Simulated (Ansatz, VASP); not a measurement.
**Ta: VASP beside Ansatz**

Contents of INCAR:

```
SYSTEM = Ta
AGGAC = 1.0
AGGAX = 1.0
ALDAC = 0.0
ALDAX = 1.0
ALGO = Normal
EDIFF = 1E-6
ENCUT = 520
GGA = B5
ISIF = 2
ISMEAR = -1
LASPH = .True.
LCHARG = .False.
LREAL = .False.
LWAVE = .False.
NBANDS = 12
NELM = 80
PREC = Accurate
SIGMA = 0.1
```

KPOINTS

```
k-points
0
Gamma
  22 22 22
  0 0 0
```

POSCAR

```
Ta
1.0
   -1.6778374693      1.6778374693      1.6778374693
    1.6778374693     -1.6778374693      1.6778374693
    1.6778374693      1.6778374693     -1.6778374693
Ta
1
Direct
    0.0000000000      0.0000000000      0.0000000000
```

Input for Ansatz:

```yaml
crystal:
  lattice:
    - [-1.6778374693, 1.6778374693, 1.6778374693]
    - [1.6778374693, -1.6778374693, 1.6778374693]
    - [1.6778374693, 1.6778374693, -1.6778374693]
  atoms:
    - { symbol: Ta, position: [0.0, 0.0, 0.0] }
hamiltonian:
  xc: blyp
  pseudopotentials:
    kind: paw
    azcp:
      Ta: "pseudopotentials/Ta.paw.azcp"
basis:
  ecutwfc: 420
  fft_grid_basis: typed
kpoints:
  mp_grid: { grid: [22, 22, 22], shift: [0, 0, 0] }
magnetization:
  spin_polarized: false
scf:
  occupations: { method: fermi_dirac, width: 0.1 }
output:
  stress: true
```

Alike in both runs: task single point; functional BLYP; k mesh 22 × 22 × 22; occupations fermi-dirac, width 0.1 eV; no spin polarisation.

|  | VASP | Ansatz |
| --- | --- | --- |
| version | VASP 6.6.1 | Ansatz 0.2.0 |
| potentials or method | VASP PAW PBE potentials, release 64 (Ta_pv), cutoff 520 eV | plane waves (420 eV) with PAW, scalar-relativistic |
| valence electrons in the cell | 11 | 13 |

Ansatz gave:

- pressure (GPa): -0.2

Task: What did VASP give for the same quantities?

Result: Pressure (GPa): 0.7.

VASP's potentials were made for PBE, not for BLYP. VASP's potentials hold 11 valence electrons a cell and Ansatz's 13, so a difference there can come from the potentials and not from the codes.

Neither program's run includes spin-orbit coupling.
